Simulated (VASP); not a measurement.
Set up this calculation in VASP 6.6.1, as the native input.

```
Task                   : relaxation of cell and atoms
Functional             : PBE
Potentials or basis    : VASP PAW PBE potentials, release 64 (C)
Cutoff                 : 600 eV
k mesh                 : 12 × 6 × 6
Occupations            : gaussian, width 0.1 eV
Spin                   : no spin polarisation
Dipole correction      : no
Further INCAR settings : ALGO = Normal; EDIFF = 1e-06; IBRION = 2; EDIFFG = -0.04; NSW = 90; ISIF = 3
```

The structure of C lies in POSCAR:

```
C
1.0
    1.2845887935      0.0000000000      0.0000000000
   -0.4600594143      3.3665005700      0.0000000000
   -0.1835502678     -1.2486772273      3.1948305874
C
1
Direct
    0.5000000000      0.5000000000      0.0000000000
```

The input as run:

INCAR

```
SYSTEM = C
PREC = Accurate
ENCUT = 600
EDIFF = 1E-6
ISMEAR = 0
SIGMA = 0.1
LREAL = .False.
LASPH = .True.
NELM = 100
ALGO = Normal
ISIF = 3
LWAVE = .False.
LCHARG = .False.
GGA = PE
IBRION = 2
NSW = 90
EDIFFG = -0.04
```

KPOINTS

```
Automatic mesh
0
Gamma
  12 6 6
  0 0 0
```

Potentials or basis: VASP PAW PBE potentials, release 64 (C).

The run is started by

```console
$ cat potpaw_PBE.64/C/POTCAR > POTCAR
$ mpirun -np 1 vasp_std > vasp.out
```

It gave:

```
Relaxed volume                         : 12.52 Å³/atom
Relaxed cell                           : a = 1.285 Å, b = 3.275 Å, c = 3.234 Å, α = 110.76°, β = 92.27°, γ = 98.61°
Space group after relaxing (to 0.05 Å) : P-1 (No. 2)
Energy gained by relaxing              : 7.3 meV/atom
Ionic steps                            : 9
Pressure after relaxing                : 0.1 GPa
Band gap on the k mesh                 : zero (band 2 reaches 10.03 eV, above the bottom of band 3 at -4.55 eV)
```

Caveat: the k points lie up to 0.41 Å⁻¹ apart in the final cell.

Wall time 47 s on 1 thread of Intel(R) Xeon(R) Platinum 8375C CPU @ 2.90GHz (Ice Lake) (shared host), peak memory 0.13 GiB.
